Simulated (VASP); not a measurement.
# GePt (Fm-3m) in VASP: further runs

GePt is run at these levels: PBE; tasks: single point, relaxation of cell and atoms.

Everything below comes from runs of VASP 6.6.1. Logs are shortened: lines on timing, memory, paths and dates and some standing lists are left out, and cuts for length are marked.

### 1 The cell of the first run

It takes space group Fm-3m (No. 225, cubic). The conventional cell has a = 5.212 Å, b = 5.212 Å, c = 5.212 Å, α = 90.00°, β = 90.00°, γ = 90.00°. Ge (site symmetry m-3m) has 6 Pt at 2.61 Å within 3.4 Å. Within 3.4 Å of Pt (site symmetry m-3m) lie 6 Ge at 2.61 Å.

The cell was built from a structure type or drawn by symmetry, and may not be a known phase.

### 2 Single point, PBE

Input file INCAR:

```
SYSTEM = GePt
PREC = Accurate
ENCUT = 520
EDIFF = 1E-6
ISMEAR = 0
SIGMA = 0.1
LREAL = .False.
LASPH = .True.
NELM = 100
ALGO = Normal
ISIF = 2
LWAVE = .False.
LCHARG = .True.
GGA = PE
LELF = .True.
LVHAR = .True.
NBANDS = 19
```

Input file KPOINTS:

```
regular mesh
0
Gamma
  18 18 18
  0 0 0
```

Input file POSCAR:

```
GePt
1.0
    0.0000000000      2.6061746268      2.6061746268
    2.6061746268      0.0000000000      2.6061746268
    2.6061746268      2.6061746268      0.0000000000
Ge Pt
1 1
Direct
    0.5000000000      0.5000000000      0.5000000000
    0.0000000000      0.0000000000      0.0000000000
```

Potentials or basis: VASP PAW PBE potentials, release 64 (Ge_d, Pt).

On the command line:

```
cat potpaw_PBE.64/Ge_d/POTCAR potpaw_PBE.64/Pt/POTCAR > POTCAR
mpirun -np 1 vasp_std > vasp.out
```

OUTCAR:

```text
SYSTEM = GePt
   PREC = Accurate
   ENCUT = 520
   EDIFF = 1E-6
   ISMEAR = 0
   LREAL = .False.
   LASPH = .True.
   NELM = 100
   ISIF = 2
   GGA = PE

 ion  position               nearest neighbor table
   1  0.500  0.500  0.500-   2 2.61   2 2.61   2 2.61   2 2.61   2 2.61   2 2.61
   2  0.000  0.000  0.000-   1 2.61   1 2.61   1 2.61   1 2.61   1 2.61   1 2.61

  LATTYP: Found a face centered cubic cell.
 ALAT       =     5.2123492536

  Lattice vectors:

 A1 = (   0.0000000000,   2.6061746268,   2.6061746268)
 A2 = (   2.6061746268,   0.0000000000,   2.6061746268)
 A3 = (   2.6061746268,   2.6061746268,   0.0000000000)

Analysis of symmetry for initial positions (statically):
=====================================================================
 Subroutine PRICEL returns:
 Original cell was already a primitive cell.

 Routine SETGRP: Setting up the symmetry group for a
 face centered cubic supercell.

 Subroutine GETGRP returns: Found 48 space group operations
 (whereof 48 operations were pure point group operations)
 out of a pool of 48 trial point group operations.

The static configuration has the point symmetry O_h .

Analysis of symmetry for dynamics (positions and initial velocities):
=====================================================================
 Subroutine PRICEL returns:
 Original cell was already a primitive cell.

 Routine SETGRP: Setting up the symmetry group for a
 face centered cubic supercell.

 Subroutine GETGRP returns: Found 48 space group operations
 (whereof 48 operations were pure point group operations)
 out of a pool of 48 trial point group operations.

The dynamic configuration has the point symmetry O_h .

 Subroutine INISYM returns: Found 48 space group operations
 (whereof 48 operations are pure point group operations),
 and found     1 'primitive' translations

----------------------------------------------------------------------------------------

                                     Primitive cell

  volume of cell :      35.4030

  direct lattice vectors                    reciprocal lattice vectors
     0.000000000  2.606174627  2.606174627    -0.191852071  0.191852071  0.191852071
     2.606174627  0.000000000  2.606174627     0.191852071 -0.191852071  0.191852071
     2.606174627  2.606174627  0.000000000     0.191852071  0.191852071 -0.191852071

  length of vectors
     3.685687503  3.685687503  3.685687503     0.332297535  0.332297535  0.332297535

  position of ions in fractional coordinates (direct lattice)
     0.500000000  0.500000000  0.500000000
     0.000000000  0.000000000  0.000000000

  ion indices of the primitive-cell ions
   primitive index   ion index
                 1           1
                 2           2

----------------------------------------------------------------------------------------

 KPOINTS: regular mesh

Automatic generation of k-mesh.
 Grid dimensions read from file:
 generate k-points for:   18   18   18

 Generating k-lattice:

  Cartesian coordinates                     Fractional coordinates (reciprocal lattice)
    -0.010658448  0.010658448  0.010658448     0.055555556  0.000000000  0.000000000
     0.010658448 -0.010658448  0.010658448     0.000000000  0.055555556  0.000000000
     0.010658448  0.010658448 -0.010658448     0.000000000  0.000000000  0.055555556

  Length of vectors
     0.018460974  0.018460974  0.018460974

  Shift w.r.t. Gamma in fractional coordinates (k-lattice)
     0.000000000  0.000000000  0.000000000

 Subroutine IBZKPT returns following result:
 ===========================================

 Found    195 irreducible k-points:

 Following reciprocal coordinates:
            Coordinates               Weight
  0.000000  0.000000  0.000000      1.000000
  0.055556  0.000000  0.000000      8.000000
  0.111111  0.000000  0.000000      8.000000
  0.166667  0.000000  0.000000      8.000000
  0.222222  0.000000  0.000000      8.000000
  0.277778  0.000000  0.000000      8.000000
[... 16 lines left out ...]
 -0.277778  0.055556  0.000000     24.000000
 -0.222222  0.055556  0.000000     24.000000
 [... further k-points ...]
   k-points           NKPTS =    195   k-points in BZ     NKDIM =    195   number of bands    NBANDS=     19
   number of dos      NEDOS =    301   number of ions     NIONS =      2
   total plane-waves  NPLWV =  21952
   dimension x,y,z NGX =    28 NGY =   28 NGZ =   28
   dimension x,y,z NGXF=    56 NGYF=   56 NGZF=   56
   ions per type =               1   1
   NGX,Y,Z   is equivalent  to a cutoff of  12.63, 12.63, 12.63 a.u.
   NGXF,Y,Z  is equivalent  to a cutoff of  25.26, 25.26, 25.26 a.u.
 SYSTEM =  GePt
   PREC   = accura    normal or accurate (medium, high low for compatibility)
   ISTART =      0    job   : 0-new  1-cont  2-samecut
   ICHARG =      2    charge: 1-file 2-atom 10-const
   ISPIN  =      1    spin polarized calculation?
   LNONCOLLINEAR =      F non collinear calculations
   LSORBIT =      F    spin-orbit coupling
   LASPH  =      T    aspherical Exc in radial PAW
   ENCUT  =  520.0 eV  38.22 Ry    6.18 a.u.   6.85  6.85  6.85*2*pi/ulx,y,z
   NELM   =    100;   NELMIN=  2; NELMDL= -5     # of ELM steps
   EDIFF  = 0.1E-05   stopping-criterion for ELM
   LREAL  =      F    real-space projection
   EDIFFG = 0.1E-04   stopping-criterion for IOM
   NSW    =      0    number of steps for IOM
   IBRION =     -1    ionic relax: 0-MD 1-quasi-New 2-CG
   NFREE  =      0    steps in history (QN), initial steepest desc. (CG)
   ISIF   =      2    stress and relaxation
   ISYM   =      2    0-nonsym 1-usesym 2-fastsym
   POTIM  = 0.5000    time-step for ionic-motion
   TEBEG  =    0.0;   TEEND  =   0.0 temperature during run
   PSTRESS=    0.0 pullay stress
   NELECT =      24.0000    total number of electrons
   NUPDOWN=      -1.0000    fix difference up-down
   EMIN   =  10.00;   EMAX   =-10.00  energy-range for DOS
   EFERMI =   0.00;   METHOD = LEGACY
   ISMEAR =     0;   SIGMA  =   0.10  broadening in eV -4-tet -1-fermi 0-gaus
   EFERMI_NEDOS =   21; number of points for ismear=-14 and -15
   IALGO  =     38    algorithm
   IMIX   =      4    mixing-type and parameters
     AMIX     =   0.40;   BMIX     =  1.00
     AMIX_MAG =   1.60;   BMIX_MAG =  1.00
  volume/ion in A,a.u.               =      17.70       119.46
  Fermi-wavevector in a.u.,A,eV,Ry     =   1.438131  2.717673 28.139846  2.068220
  Thomas-Fermi vector in A             =   2.557132
   LORBIT       =      0    0 simple, 1 ext, 2 COOP (PROOUT), +10 PAW based schemes
   GGA     = PE    functional components
   LHFCALC =     F    Hartree Fock is set to
   AEXX    =    0.0000 exact exchange contribution
   IVDW    =     0    specifies the selected vdW correction
   LEPSILON=     F    determine dielectric tensor
   LRPA    =     F    only Hartree local field effects (RPA)
 non-spin polarized calculation
 Gauss-broadening in eV      SIGMA  =   0.10
  energy-cutoff  :      520.00
  volume of cell :       35.40
 maximum number of plane-waves:       967
   NGX = 13   NGY = 13   NGZ = 13

 number of electron      24.0000012 magnetization

 Free energy of the ion-electron system (eV)
  ---------------------------------------------------
  ext. energy  EPLUGINS =         0.00000000
  ---------------------------------------------------
  free energy    TOTEN  =       -11.01412676 eV

  energy without entropy =      -11.01020335  energy(sigma->0) =      -11.01216506

 E-fermi :   8.0070     XC(G=0): -11.9425

 val. band max:        7.9524792643   @ k =  -0.2778   0.3333   0.0556
 cond. band min:       8.0198152577   @ k =   0.5000   0.3889   0.0000
 fundamental gap:      0.0673359935
 Fermi energy:         8.0070389186

 k-point     1 :       0.0000    0.0000    0.0000
  band No.  band energies     occupation
      1     -16.7355      2.00000
      2     -16.7355      2.00000
      3     -16.7041      2.00000
      4     -16.7041      2.00000
      5     -16.7041      2.00000
      6      -3.8378      2.00000
[... 11 lines left out ...]
     18      20.9526      0.00000
     19      20.9526      0.00000

 k-point     2 :       0.0556    0.0000    0.0000
  band No.  band energies     occupation
      1     -16.7351      2.00000
      2     -16.7351      2.00000
      3     -16.7039      2.00000
      4     -16.7038      2.00000
      5     -16.7038      2.00000
      6      -3.7836      2.00000
[... 11 lines left out ...]
     18      20.7073      0.00000
     19      20.7073      0.00000

 k-point     3 :       0.1111    0.0000    0.0000
  band No.  band energies     occupation
      1     -16.7338      2.00000
      2     -16.7338      2.00000
      3     -16.7035      2.00000
      4     -16.7028      2.00000
      5     -16.7028      2.00000
      6      -3.6218      2.00000
[... 11 lines left out ...]
     18      20.0717      0.00000
     19      20.0717      0.00000

 k-point     4 :       0.1667    0.0000    0.0000
  band No.  band energies     occupation
      1     -16.7319      2.00000
      2     -16.7319      2.00000
      3     -16.7028      2.00000
      4     -16.7012      2.00000
      5     -16.7012      2.00000
      6      -3.3551      2.00000
[... 11 lines left out ...]
     18      19.2473      0.00000
     19      19.6200      0.00000

 k-point     5 :       0.2222    0.0000    0.0000
  band No.  band energies     occupation
      1     -16.7297      2.00000
      2     -16.7297      2.00000
      3     -16.7020      2.00000
      4     -16.6993      2.00000
      5     -16.6993      2.00000
      6      -2.9880      2.00000
[... 11 lines left out ...]
     18      18.3741      0.00000
     19      19.6766      0.00000
[... 334 lines left out ...]
      2     -16.7225      2.00000
      3     -16.6993      2.00000
      4     -16.6930      2.00000
      5     -16.6925      2.00000
      6      -1.1793      2.00000
[... 11 lines left out ...]
     18      19.9244      0.00000
     19      22.3075      0.00000

 k-point    22 :      -0.3333    0.0556    0.0000
  band No.  band energies     occupation
      1     -16.7258      2.00000
      2     -16.7237      2.00000
      3     -16.7000      2.00000
      4     -16.6947      2.00000
      5     -16.6938      2.00000
      6      -1.7659      2.00000
[... 11 lines left out ...]
     18      19.8069      0.00000
     19      21.3514      0.00000

 k-point    23 :      -0.2778    0.0556    0.0000
  band No.  band energies     occupation
      1     -16.7277      2.00000
      2     -16.7255      2.00000
      3     -16.7009      2.00000
      4     -16.6968      2.00000
      5     -16.6956      2.00000
      6      -2.3196      2.00000
[... 11 lines left out ...]
     18      19.4100      0.00000
     19      20.6000      0.00000

 k-point    24 :      -0.2222    0.0556    0.0000
  band No.  band energies     occupation
      1     -16.7299      2.00000
      2     -16.7277      2.00000
      3     -16.7019      2.00000
      4     -16.6990      2.00000
      5     -16.6976      2.00000
      6      -2.8030      2.00000
[... 11 lines left out ...]
     18      18.5747      0.00000
     19      20.3481      0.00000

 [... further k-points ...]

------------------------ aborting loop because EDIFF is reached ----------------------------------------

  FORCE on cell =-STRESS in cart. coord.  units (eV):
  Direction    XX          YY          ZZ          XY          YZ          ZX
  --------------------------------------------------------------------------------------
  -------------------------------------------------------------------------------------
  Total       -0.0074397     -0.0074397     -0.0074397     -0.0000000      0.0000000     -0.0000000
  in kB       -0.3366863     -0.3366863     -0.3366863     -0.0000000      0.0000000     -0.0000000
  external PRESSURE =      -0.3366863 kB  Pullay stress =       0.0000000 kB

 VOLUME and BASIS-vectors are now :
 -----------------------------------------------------------------------------
  energy-cutoff  :      520.00
  volume of cell :       35.40
      direct lattice vectors                 reciprocal lattice vectors
     0.000000000  2.606174627  2.606174627    -0.191852071  0.191852071  0.191852071
     2.606174627  0.000000000  2.606174627     0.191852071 -0.191852071  0.191852071
     2.606174627  2.606174627  0.000000000     0.191852071  0.191852071 -0.191852071

 POSITION                                       TOTAL-FORCE (eV/Angst)
 -----------------------------------------------------------------------------------
      2.60617      2.60617      2.60617        -0.000000      0.000000     -0.000000
      0.00000      0.00000      0.00000         0.000000     -0.000000      0.000000
 -----------------------------------------------------------------------------------
    total drift:                                0.000000      0.000000      0.000000

  FREE ENERGIE OF THE ION-ELECTRON SYSTEM (eV)
  ---------------------------------------------------
  free  energy   TOTEN  =       -11.0141267628 eV

  energy  without entropy=      -11.0102033517  energy(sigma->0) =      -11.01216506
```

Wall time 2.6 min (1 thread of AMD EPYC 7R43 (Zen 3), shared host); peak memory 0.23 GiB.

What came out:

| Item | Value |
| --- | --- |
| Free energy | -11.0141 eV |
| Pressure | 0.0 GPa |
| Band gap on the k mesh | zero (bands 12 and 13 overlap by 3.40 eV) |

Levels at points of the mesh, in eV from the Fermi level:
| k point | band 9 | band 10 | band 11 | band 12 | band 13 | band 14 | band 15 | band 16 |
| --- | --- | --- | --- | --- | --- | --- | --- | --- |
| (0.00, 0.00, 0.00) | -3.32 | -3.16 | -3.16 | 2.65 | 2.65 | 2.65 | 6.44 | 9.64 |
| (0.50, 0.00, 0.00) | -4.61 | -2.33 | -2.33 | -1.56 | 5.22 | 6.43 | 6.43 | 7.15 |
| (0.50, 0.50, 0.00) | -2.67 | -1.99 | -1.99 | -0.83 | -0.32 | -0.32 | 2.44 | 9.18 |

Caveat: spin-orbit coupling is left out, which moves the levels of the heavy elements.

### 3 Relaxation of cell and atoms, PBE

Input file INCAR:

```
SYSTEM = GePt
PREC = Accurate ; ENCUT = 600
EDIFF = 1E-6 ; ISMEAR = 0
SIGMA = 0.1 ; LREAL = .False.
LASPH = .True. ; NELM = 60
ALGO = Normal ; ISIF = 3
LWAVE = .False. ; LCHARG = .False.
GGA = PE ; IBRION = 2
NSW = 100 ; EDIFFG = -0.01
```

KPOINTS is that of step 2.

Input file POSCAR:

```
GePt
1.0
    0.0000000000      2.6047567184      2.6047567184
    2.6047567184      0.0000000000      2.6047567184
    2.6047567184      2.6047567184      0.0000000000
Ge Pt
1 1
Direct
    0.5000000000      0.5000000000      0.5000000000
    0.0000000000      0.0000000000      0.0000000000
```

Potentials or basis: VASP PAW PBE potentials, release 64 (Ge_d, Pt).

On the command line:

```
cat potpaw_PBE.64/Ge_d/POTCAR potpaw_PBE.64/Pt/POTCAR > POTCAR
mpirun -np 1 vasp_std > vasp.out
```

OUTCAR:

```text
SYSTEM = GePt
   PREC = Accurate
   ENCUT = 600
   EDIFF = 1E-6
   ISMEAR = 0
   LREAL = .False.
   LASPH = .True.
   NELM = 60
   ISIF = 3
   GGA = PE
   IBRION = 2
   NSW = 100
   EDIFFG = -0.01

 ion  position               nearest neighbor table
   1  0.500  0.500  0.500-   2 2.60   2 2.60   2 2.60   2 2.60   2 2.60   2 2.60
   2  0.000  0.000  0.000-   1 2.60   1 2.60   1 2.60   1 2.60   1 2.60   1 2.60

  LATTYP: Found a face centered cubic cell.
 ALAT       =     5.2095134368

  Lattice vectors:

 A1 = (   0.0000000000,   2.6047567184,   2.6047567184)
 A2 = (   2.6047567184,   0.0000000000,   2.6047567184)
 A3 = (   2.6047567184,   2.6047567184,   0.0000000000)

Analysis of symmetry for initial positions (statically):
=====================================================================
 Subroutine PRICEL returns:
 Original cell was already a primitive cell.

 Routine SETGRP: Setting up the symmetry group for a
 face centered cubic supercell.

 Subroutine GETGRP returns: Found 48 space group operations
 (whereof 48 operations were pure point group operations)
 out of a pool of 48 trial point group operations.

The static configuration has the point symmetry O_h .

Analysis of symmetry for dynamics (positions and initial velocities):
[... 168 lines left out ...]
  -------------------------------------------------------------------------------------
  Total        0.0517072      0.0517072      0.0517072      0.0000000      0.0000000     -0.0000000
  in kB        2.3438528      2.3438528      2.3438528      0.0000000      0.0000000     -0.0000000
  external PRESSURE =       2.3438528 kB  Pullay stress =       0.0000000 kB
[... 95 lines left out ...]
--------------------------------------- Ionic step        4  -------------------------------------------

 number of electron      23.9999989 magnetization

 Free energy of the ion-electron system (eV)
  ---------------------------------------------------
  ext. energy  EPLUGINS =         0.00000000
  ---------------------------------------------------
  free energy    TOTEN  =       -11.01424191 eV

  energy without entropy =      -11.01032310  energy(sigma->0) =      -11.01228251

 E-fermi :   8.0113     XC(G=0): -11.9440

 val. band max:        7.9564544701   @ k =  -0.2778   0.3333   0.0556
 cond. band min:       8.0241421882   @ k =   0.5000   0.3889   0.0000
 fundamental gap:      0.0676877181
 Fermi energy:         8.0113197744

 k-point     1 :       0.0000    0.0000    0.0000
  band No.  band energies     occupation
      1     -16.7309      2.00000
      2     -16.7309      2.00000
      3     -16.6994      2.00000
      4     -16.6994      2.00000
      5     -16.6994      2.00000
      6      -3.8362      2.00000
[... 433 lines left out ...]
      3     -16.6972      2.00000
      4     -16.6943      2.00000
      5     -16.6929      2.00000
      6      -2.8010      2.00000
[... 8 lines left out ...]
     15      15.4405      0.00000
     16      17.8255      0.00000

 [... further k-points ...]

------------------------ aborting loop because EDIFF is reached ----------------------------------------

  FORCE on cell =-STRESS in cart. coord.  units (eV):
  Direction    XX          YY          ZZ          XY          YZ          ZX
  --------------------------------------------------------------------------------------
  -------------------------------------------------------------------------------------
  Total       -0.0054455     -0.0054455     -0.0054455      0.0000000     -0.0000000      0.0000000
  in kB       -0.2465122     -0.2465122     -0.2465122      0.0000000     -0.0000000      0.0000000
  external PRESSURE =      -0.2465122 kB  Pullay stress =       0.0000000 kB
[... 17 lines left out ...]
  FREE ENERGIE OF THE ION-ELECTRON SYSTEM (eV)
  ---------------------------------------------------
  free  energy   TOTEN  =       -11.0142419075 eV

  energy  without entropy=      -11.0103231030  energy(sigma->0) =      -11.01228251

 reached required accuracy - stopping structural energy minimisation
```

OSZICAR:

```text
N       E                     dE             d eps       ncg     rms          rms(c)
DAV:   1     0.165470491775E+03    0.16547E+03   -0.13692E+04  6856   0.386E+03
DAV:   2     0.380892064612E+01   -0.16166E+03   -0.15748E+03  6864   0.630E+02
DAV:   3    -0.110232657898E+02   -0.14832E+02   -0.14720E+02  7088   0.119E+02
[... 26 lines left out ...]
DAV:   1    -0.110145860754E+02   -0.33085E-03   -0.54579E-03  7360   0.120E+00    0.116E-01
DAV:   2    -0.110142971257E+02    0.28895E-03   -0.11440E-03  6880   0.355E-01    0.461E-02
DAV:   3    -0.110142569463E+02    0.40179E-04   -0.65778E-05  8096   0.138E-01    0.255E-02
DAV:   4    -0.110142419435E+02    0.15003E-04   -0.24146E-05  7736   0.746E-02    0.744E-03
DAV:   5    -0.110142419075E+02    0.35947E-07   -0.34675E-06  5024   0.395E-02
   4 F= -.11014242E+02 E0= -.11012283E+02  d E =-.636681E-04
```

Run time: 6.3 min. Hardware: 1 thread of AMD EPYC 7R43 (Zen 3), shared host; peak memory 0.28 GiB.

Results:

```yaml
Free_energy: -11.0142 eV
Relaxed_volume: 17.70 Å³/atom
Relaxed_cell: a = 3.685 Å, b = 3.685 Å, c = 3.685 Å, α = 60.00°, β = 60.00°, γ = 60.00°
Space_group_after_relaxing_to_0.1_Å: Fm-3m (No. 225)
Energy_gained_by_relaxing: 0.0 meV/atom
Ionic_steps: 4
Pressure_after_relaxing: 0.0 GPa
Band_gap_on_the_k_mesh: zero (bands 12 and 13 overlap by 3.40 eV)
```

Final structure:
```xyz
2
Lattice="0.0000 2.6059 2.6059 2.6059 0.0000 2.6059 2.6059 2.6059 0.0000" Properties=species:S:1:pos:R:3 pbc="T T T"
Ge    2.6059    2.6059    2.6059
Pt    0.0000    0.0000    0.0000
```

Levels at points of the mesh, in eV from the Fermi level:
```tsv
k point	band 10	band 11	band 12	band 13	band 14	band 15
(0.00, 0.00, 0.00)	-3.16	-3.16	2.65	2.65	2.65	6.45
(0.50, 0.00, 0.00)	-2.33	-2.33	-1.56	5.22	6.43	6.43
(0.50, 0.50, 0.00)	-1.99	-1.99	-0.83	-0.32	-0.32	2.44
```

Caveat: spin-orbit coupling is left out, which moves the levels of the heavy elements.
